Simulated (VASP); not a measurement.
# Rb (I4/mmm) in VASP: further runs, part 2 of 2

VASP 6.6.1. Earlier steps stand in the parts before.

## 4. Single point, PBE (strain +0.030 along x and y, +0.000 along z)

Input file INCAR:

```
SYSTEM = Rb
PREC = Accurate
ENCUT = 520
EDIFF = 1E-6
ISMEAR = 0
SIGMA = 0.15
LREAL = .False.
LASPH = .True.
NELM = 80
ALGO = Fast
ISIF = 2
LWAVE = .False.
LCHARG = .False.
GGA = PE
NBANDS = 10
```

Input file KPOINTS:

```
Automatic mesh
0
Gamma
  12 12 12
  0 0 0
```

Input file POSCAR:

```
Rb
1.0
   -2.8901800000      2.8901800000      2.8060000000
    2.8901800000     -2.8901800000      2.8060000000
    2.8901800000      2.8901800000     -2.8060000000
Rb
1
Direct
    0.0000000000      0.0000000000      0.0000000000
```

Potentials or basis: VASP PAW PBE potentials, release 64 (Rb_sv).

Started as:

```
$ cat potpaw_PBE.64/Rb_sv/POTCAR > POTCAR
$ mpirun -np 1 vasp_std > vasp.out
```

OUTCAR:

```text
SYSTEM = Rb
   PREC = Accurate
   ENCUT = 520
   EDIFF = 1E-6
   ISMEAR = 0
   LREAL = .False.
   LASPH = .True.
   NELM = 80
   ISIF = 2
   GGA = PE

 ion  position               nearest neighbor table
   1  0.000  0.000  0.000-

  LATTYP: Found a body centered tetragonal cell.
 ALAT       =     5.7803600000
 C/A-ratio  =     0.9708737864

  Lattice vectors:

 A1 = (  -2.8901800000,   2.8901800000,   2.8060000000)
 A2 = (   2.8901800000,  -2.8901800000,   2.8060000000)
 A3 = (   2.8901800000,   2.8901800000,  -2.8060000000)

Analysis of symmetry for initial positions (statically):
=====================================================================
 Subroutine PRICEL returns:
 Original cell was already a primitive cell.

 Routine SETGRP: Setting up the symmetry group for a
 body centered tetragonal supercell.

 Subroutine GETGRP returns: Found 16 space group operations
 (whereof 16 operations were pure point group operations)
 out of a pool of 16 trial point group operations.

The static configuration has the point symmetry D_4h.

Analysis of symmetry for dynamics (positions and initial velocities):
=====================================================================
 Subroutine PRICEL returns:
 Original cell was already a primitive cell.

 Routine SETGRP: Setting up the symmetry group for a
 body centered tetragonal supercell.

 Subroutine GETGRP returns: Found 16 space group operations
 (whereof 16 operations were pure point group operations)
 out of a pool of 16 trial point group operations.

The dynamic configuration has the point symmetry D_4h.

 Subroutine INISYM returns: Found 16 space group operations
 (whereof 16 operations are pure point group operations),
 and found     1 'primitive' translations

----------------------------------------------------------------------------------------

                                     Primitive cell

  volume of cell :      93.7556

  direct lattice vectors                    reciprocal lattice vectors
    -2.890180000  2.890180000  2.806000000     0.000000000  0.172999606  0.178189594
     2.890180000 -2.890180000  2.806000000     0.172999606  0.000000000  0.178189594
     2.890180000  2.890180000 -2.806000000     0.172999606  0.172999606  0.000000000

  length of vectors
     4.957813718  4.957813718  4.957813718     0.248355380  0.248355380  0.244658388

  position of ions in fractional coordinates (direct lattice)
     0.000000000  0.000000000  0.000000000

  ion indices of the primitive-cell ions
   primitive index   ion index
                 1           1

----------------------------------------------------------------------------------------

 KPOINTS: Automatic mesh

Automatic generation of k-mesh.
 Grid dimensions read from file:
 generate k-points for:   12   12   12

 Generating k-lattice:

  Cartesian coordinates                     Fractional coordinates (reciprocal lattice)
     0.000000000  0.014416634  0.014849133     0.083333333  0.000000000 -0.000000000
     0.014416634  0.000000000  0.014849133     0.000000000  0.083333333 -0.000000000
     0.014416634  0.014416634  0.000000000     0.000000000  0.000000000  0.083333333

  Length of vectors
     0.020696282  0.020696282  0.020388199

  Shift w.r.t. Gamma in fractional coordinates (k-lattice)
     0.000000000  0.000000000  0.000000000

 Subroutine IBZKPT returns following result:
 ===========================================

 Found    163 irreducible k-points:

 Following reciprocal coordinates:
            Coordinates               Weight
  0.000000  0.000000  0.000000      1.000000
  0.083333 -0.000000  0.000000      8.000000
  0.166667 -0.000000  0.000000      8.000000
  0.250000 -0.000000  0.000000      8.000000
  0.333333 -0.000000  0.000000      8.000000
  0.416667  0.000000  0.000000      8.000000
[... 16 lines left out ...]
  0.500000  0.166667  0.000000     16.000000
 -0.416667  0.166667 -0.000000     16.000000
 [... further k-points ...]
   k-points           NKPTS =    163   k-points in BZ     NKDIM =    163   number of bands    NBANDS=     10
   number of dos      NEDOS =    301   number of ions     NIONS =      1
   total plane-waves  NPLWV =  64000
   dimension x,y,z NGX =    40 NGY =   40 NGZ =   40
   dimension x,y,z NGXF=    80 NGYF=   80 NGZF=   80
   ions per type =               1
   NGX,Y,Z   is equivalent  to a cutoff of  13.41, 13.41, 13.41 a.u.
   NGXF,Y,Z  is equivalent  to a cutoff of  26.83, 26.83, 26.83 a.u.
 SYSTEM =  Rb
   PREC   = accura    normal or accurate (medium, high low for compatibility)
   ISTART =      0    job   : 0-new  1-cont  2-samecut
   ICHARG =      2    charge: 1-file 2-atom 10-const
   ISPIN  =      1    spin polarized calculation?
   LNONCOLLINEAR =      F non collinear calculations
   LSORBIT =      F    spin-orbit coupling
   LASPH  =      T    aspherical Exc in radial PAW
   ENCUT  =  520.0 eV  38.22 Ry    6.18 a.u.   9.22  9.22  9.22*2*pi/ulx,y,z
   NELM   =     80;   NELMIN=  2; NELMDL= -5     # of ELM steps
   EDIFF  = 0.1E-05   stopping-criterion for ELM
   LREAL  =      F    real-space projection
   EDIFFG = 0.1E-04   stopping-criterion for IOM
   NSW    =      0    number of steps for IOM
   IBRION =     -1    ionic relax: 0-MD 1-quasi-New 2-CG
   NFREE  =      0    steps in history (QN), initial steepest desc. (CG)
   ISIF   =      2    stress and relaxation
   ISYM   =      2    0-nonsym 1-usesym 2-fastsym
   POTIM  = 0.5000    time-step for ionic-motion
   TEBEG  =    0.0;   TEEND  =   0.0 temperature during run
   PSTRESS=    0.0 pullay stress
   NELECT =       9.0000    total number of electrons
   NUPDOWN=      -1.0000    fix difference up-down
   EMIN   =  10.00;   EMAX   =-10.00  energy-range for DOS
   EFERMI =   0.00;   METHOD = LEGACY
   ISMEAR =     0;   SIGMA  =   0.15  broadening in eV -4-tet -1-fermi 0-gaus
   EFERMI_NEDOS =   21; number of points for ismear=-14 and -15
   IALGO  =     68    algorithm
   IMIX   =      4    mixing-type and parameters
     AMIX     =   0.40;   BMIX     =  1.00
     AMIX_MAG =   1.60;   BMIX_MAG =  1.00
  volume/ion in A,a.u.               =      93.76       632.69
  Fermi-wavevector in a.u.,A,eV,Ry     =   0.749589  1.416518  7.644891  0.561884
  Thomas-Fermi vector in A             =   1.846144
   LORBIT       =      0    0 simple, 1 ext, 2 COOP (PROOUT), +10 PAW based schemes
   GGA     = PE    functional components
   LHFCALC =     F    Hartree Fock is set to
   AEXX    =    0.0000 exact exchange contribution
   IVDW    =     0    specifies the selected vdW correction
   LEPSILON=     F    determine dielectric tensor
   LRPA    =     F    only Hartree local field effects (RPA)
 non-spin polarized calculation
 RMM-DIIS sequential band-by-band and
 Gauss-broadening in eV      SIGMA  =   0.15
  energy-cutoff  :      520.00
  volume of cell :       93.76
 maximum number of plane-waves:      2546
 NGX is ok and might be reduce to    40
   NGX = 19   NGY = 19   NGZ = 19

 number of electron       9.0000000 magnetization

 Free energy of the ion-electron system (eV)
  ---------------------------------------------------
  ext. energy  EPLUGINS =         0.00000000
  ---------------------------------------------------
  free energy    TOTEN  =        -0.94009540 eV

  energy without entropy =       -0.92886343  energy(sigma->0) =       -0.93447941

 E-fermi :  -0.0583     XC(G=0):  -5.3952

 val. band max:       -0.0822062155   @ k =   0.3333   0.0833   0.0833
 cond. band min:      -0.0550262657   @ k =   0.5000   0.3333   0.0000
 fundamental gap:      0.0271799498
 Fermi energy:        -0.0583329064

 k-point     1 :       0.0000    0.0000    0.0000
  band No.  band energies     occupation
      1     -28.9726      2.00000
      2     -13.0176      2.00000
      3     -13.0176      2.00000
      4     -13.0175      2.00000
      5      -1.9864      2.00000
      6       3.5006      0.00000
      7       3.6492      0.00000
      8       3.6492      0.00000
      9       4.4065      0.00000
     10       4.6124      0.00000

 k-point     2 :       0.0833   -0.0000    0.0000
  band No.  band energies     occupation
      1     -28.9723      2.00000
      2     -13.0234      2.00000
      3     -13.0196      2.00000
      4     -13.0176      2.00000
      5      -1.9056      2.00000
      6       3.4351      0.00000
      7       3.5184      0.00000
      8       3.6680      0.00000
      9       4.3266      0.00000
     10       4.4868      0.00000
[... 274 lines left out ...]
 k-point    24 :      -0.4167    0.1667   -0.0000
  band No.  band energies     occupation
      1     -28.9696      2.00000
      2     -13.0826      2.00000
      3     -13.0433      2.00000
      4     -13.0237      2.00000
      5      -0.5992      2.00000
      6       1.8280      0.00000
      7       2.3310      0.00000
      8       4.1644      0.00000
      9       4.3762      0.00000
     10       5.0003      0.00000

 [... further k-points ...]
[... 5 lines left out ...]
  --------------------------------------------------------------------------------------
  -------------------------------------------------------------------------------------
  Total       -0.0453950     -0.0453950     -0.0406363      0.0000000      0.0000000      0.0000000
  in kB       -0.7757491     -0.7757491     -0.6944274      0.0000000      0.0000000      0.0000000
  external PRESSURE =      -0.7486419 kB  Pullay stress =       0.0000000 kB

 VOLUME and BASIS-vectors are now :
 -----------------------------------------------------------------------------
  energy-cutoff  :      520.00
  volume of cell :       93.76
      direct lattice vectors                 reciprocal lattice vectors
    -2.890180000  2.890180000  2.806000000     0.000000000  0.172999606  0.178189594
     2.890180000 -2.890180000  2.806000000     0.172999606  0.000000000  0.178189594
     2.890180000  2.890180000 -2.806000000     0.172999606  0.172999606  0.000000000

 POSITION                                       TOTAL-FORCE (eV/Angst)
 -----------------------------------------------------------------------------------
      0.00000      0.00000      0.00000         0.000000     -0.000000      0.000000
 -----------------------------------------------------------------------------------
    total drift:                                0.000000      0.000000     -0.000000

  FREE ENERGIE OF THE ION-ELECTRON SYSTEM (eV)
  ---------------------------------------------------
  free  energy   TOTEN  =        -0.9400954023 eV

  energy  without entropy=       -0.9288634262  energy(sigma->0) =       -0.93447941
```

OSZICAR:

```text
N       E                     dE             d eps       ncg     rms          rms(c)
DAV:   1     0.435590757356E+02    0.43559E+02   -0.32548E+03  3260   0.654E+02
DAV:   2     0.197334590979E+01   -0.41586E+02   -0.40532E+02  3626   0.125E+02
DAV:   3    -0.818053893390E+00   -0.27914E+01   -0.27857E+01  4258   0.329E+01
DAV:   4    -0.936018472696E+00   -0.11796E+00   -0.11767E+00  4686   0.587E+00
DAV:   5    -0.938290010842E+00   -0.22715E-02   -0.22713E-02  4392   0.700E-01    0.118E+00
RMM:   6    -0.938951923266E+00   -0.66191E-03   -0.13543E-03  3626   0.235E-01    0.717E-01
RMM:   7    -0.939975536323E+00   -0.10236E-02   -0.32646E-03  3772   0.353E-01    0.471E-02
RMM:   8    -0.940091197217E+00   -0.11566E-03   -0.19249E-04  4350   0.929E-02    0.668E-03
RMM:   9    -0.940094231386E+00   -0.30342E-05   -0.41065E-05  5367   0.326E-02    0.516E-03
RMM:  10    -0.940095314920E+00   -0.10835E-05   -0.82342E-06  5089   0.141E-02    0.332E-03
RMM:  11    -0.940095402302E+00   -0.87382E-07   -0.23529E-06  4397   0.699E-03
   1 F= -.94009540E+00 E0= -.93447941E+00  d E =-.112320E-01
```

stdout:

```text
POSCAR found type information on POSCAR Rb
 POSCAR found :  1 types and       1 ions
 scaLAPACK will be used
 LDA part: xc-table for (Slater+PW92), standard interpolation
 POSCAR, INCAR and KPOINTS ok, starting setup
 FFT: planning ... GRIDC
 FFT: planning ... GRID_SOFT
 FFT: planning ... GRID
 WAVECAR not read
 entering main loop
```

Run time: 86 s. Hardware: 1 thread of Intel Xeon 6975P-C (Granite Rapids), shared host; peak memory 0.32 GiB.

Results:

| Property | Result |
| --- | --- |
| Free energy | -0.9401 eV |
| Pressure | -0.1 GPa |

Caveat: the cell differs from its parent crystal (strain +0.030 along x and y, +0.000 along z).

## 5. Single point, PBE (strain +0.015 along x and y, +0.030 along z)

INCAR: that of step 4 with these lines changed.

```diff
@@ -8,3 +8,3 @@
 LASPH = .True.
-NELM = 80
+NELM = 60
 ALGO = Fast
```

KPOINTS is that of step 4.

Input file POSCAR:

```
Rb
1.0
   -2.8480900000      2.8480900000      2.8901800000
    2.8480900000     -2.8480900000      2.8901800000
    2.8480900000      2.8480900000     -2.8901800000
Rb
1
Direct
    0.0000000000      0.0000000000      0.0000000000
```

Started as:

```
$ cat potpaw_PBE.64/Rb_sv/POTCAR > POTCAR
$ mpirun -np 1 vasp_std > vasp.out
```

It took 1.7 min on 1 thread of Intel Xeon 6975P-C (Granite Rapids), shared host; peak memory 0.32 GiB.

Results (log left out):

- Free energy: -0.9401 eV
- Pressure: -0.1 GPa

Levels at points of the mesh, in eV from the Fermi level:
| k point | band 2 | band 3 | band 4 | band 5 | band 6 | band 7 | band 8 | band 9 |
| --- | --- | --- | --- | --- | --- | --- | --- | --- |
| (0.00, 0.00, 0.00) | -12.96 | -12.96 | -12.96 | -1.93 | 3.63 | 3.63 | 3.70 | 4.52 |
| (0.50, 0.00, 0.00) | -13.04 | -12.99 | -12.96 | 0.24 | 0.75 | 2.61 | 4.18 | 5.11 |
| (0.50, 0.50, 0.00) | -13.04 | -12.99 | -12.96 | 0.27 | 0.79 | 2.53 | 4.22 | 5.04 |
| (0.50, 0.50, 0.50) | -13.02 | -13.02 | -13.02 | 1.26 | 1.30 | 3.09 | 3.23 | 3.23 |

Caveat: the cell differs from its parent crystal (strain +0.015 along x and y, +0.030 along z).

## 6. Single point, PBE (strain +0.030 along x and y, +0.015 along z)

Input file INCAR:

```
SYSTEM = Rb
ALGO = Fast
EDIFF = 1E-6
ENCUT = 520
GGA = PE
ISIF = 2
ISMEAR = 0
LASPH = .True.
LCHARG = .False.
LREAL = .False.
LWAVE = .False.
NBANDS = 10
NELM = 60
PREC = Accurate
SIGMA = 0.15
```

Input file KPOINTS:

```
k-points
0
Gamma
  12 12 12
  0 0 0
```

Input file POSCAR:

```
Rb
1.0
   -2.8901800000      2.8901800000      2.8480900000
    2.8901800000     -2.8901800000      2.8480900000
    2.8901800000      2.8901800000     -2.8480900000
Rb
1
Direct
    0.0000000000      0.0000000000      0.0000000000
```

Potentials or basis: VASP PAW PBE potentials, release 64 (Rb_sv).

Started as:

```
$ cat potpaw_PBE.64/Rb_sv/POTCAR > POTCAR
$ mpirun -np 1 vasp_std > vasp.out
```

It took 2 min on 1 thread of Intel Xeon 6975P-C (Granite Rapids), shared host; peak memory 0.32 GiB.

It converged, with:

| Quantity | Value |
| --- | --- |
| Free energy | -0.9393 eV |
| Pressure | -0.1 GPa |

Levels at points of the mesh, in eV from the Fermi level:
```csv
k point,band 2,band 3,band 4,band 5,band 6,band 7,band 8,band 9
"(0.00, 0.00, 0.00)",-12.97,-12.97,-12.97,-1.91,3.59,3.67,3.67,4.49
"(0.50, 0.00, 0.00)",-13.05,-13.00,-12.97,0.26,0.77,2.56,4.17,5.02
"(0.50, 0.50, 0.00)",-13.05,-13.00,-12.97,0.23,0.73,2.63,4.13,5.09
"(0.50, 0.50, 0.50)",-13.03,-13.03,-13.03,1.27,1.31,3.10,3.10,3.24
```

Caveat: the cell differs from its parent crystal (strain +0.030 along x and y, +0.015 along z).

## 7. Single point, PBE (strain -0.030 along x and y, -0.015 along z)

Input file INCAR:

```
PREC = Accurate ; ENCUT = 520
EDIFF = 1E-6 ; ISMEAR = 0
SIGMA = 0.15 ; LREAL = False
LASPH = True ; NELM = 60
ALGO = Fast ; ISIF = 2
LWAVE = False ; LCHARG = True
GGA = PE ; LELF = True
LVHAR = True ; NBANDS = 10
```

Input file KPOINTS:

```
Automatic mesh
0
Gamma
  12 12 12
```

Input file POSCAR:

```
Rb
1.0
   -2.7218200000      2.7218200000      2.7639100000
    2.7218200000     -2.7218200000      2.7639100000
    2.7218200000      2.7218200000     -2.7639100000
Rb
1
Direct
    0.0000000000      0.0000000000      0.0000000000
```

Started as:

```
$ cat potpaw_PBE.64/Rb_sv/POTCAR > POTCAR
$ mpirun -np 1 vasp_std > vasp.out
```

Wall time 68 s (1 thread of Intel Xeon 6975P-C (Granite Rapids), shared host); peak memory 0.28 GiB.

It converged, with:

| Quantity | Value |
| --- | --- |
| Free energy | -0.9309 eV |
| Pressure | 0.4 GPa |

Levels at points of the mesh, in eV from the Fermi level:
| k point | band 3 | band 4 | band 5 | band 6 | band 7 | band 8 |
| --- | --- | --- | --- | --- | --- | --- |
| (0.00, 0.00, 0.00) | -12.88 | -12.88 | -2.11 | 3.75 | 3.75 | 3.83 |
| (0.50, 0.00, 0.00) | -12.93 | -12.88 | 0.21 | 0.85 | 2.63 | 4.46 |
| (0.50, 0.50, 0.00) | -12.93 | -12.88 | 0.23 | 0.89 | 2.55 | 4.53 |
| (0.50, 0.50, 0.50) | -12.98 | -12.98 | 1.16 | 1.20 | 3.44 | 3.59 |

Caveat: the cell differs from its parent crystal (strain -0.030 along x and y, -0.015 along z).

## 8. Overview

| cell | further INCAR settings | gap on the mesh (eV) | pressure (GPa) |
| --- | --- | --- | --- |
| a = 4.909 Å, angles 110.3, 110.3, 107.9°, 1 atom | ALGO = Fast; EDIFF = 1e-06; NBANDS = 10 | none | 0.0 |
| a = 4.909 Å, angles 109.1, 109.1, 110.3°, 1 atom | ALGO = Fast; EDIFF = 1e-07; NBANDS = 10 | none | 0.0 |
| a = 4.958 Å, angles 108.7, 108.7, 111.1°, 1 atom | ALGO = Fast; EDIFF = 1e-06; NBANDS = 10 | none | -0.1 |
| a = 4.957 Å, angles 109.9, 109.9, 108.7°, 1 atom | ALGO = Fast; EDIFF = 1e-06; NBANDS = 10 | none | -0.1 |
| a = 4.982 Å, angles 109.1, 109.1, 110.3°, 1 atom | ALGO = Fast; EDIFF = 1e-06; NBANDS = 10 | none | -0.1 |
| a = 4.739 Å, angles 109.9, 109.9, 108.6°, 1 atom | ALGO = Fast; EDIFF = 1e-06; NBANDS = 10 | none | 0.4 |

Alike in all rows: task single point; level PBE; potentials or basis VASP PAW PBE potentials, release 64 (Rb_sv); no spin polarisation; k mesh 12 × 12 × 12; cutoff (eV) 520; smearing gaussian 0.15 eV.

Absolute energies hang on the potentials; compare differences alone.
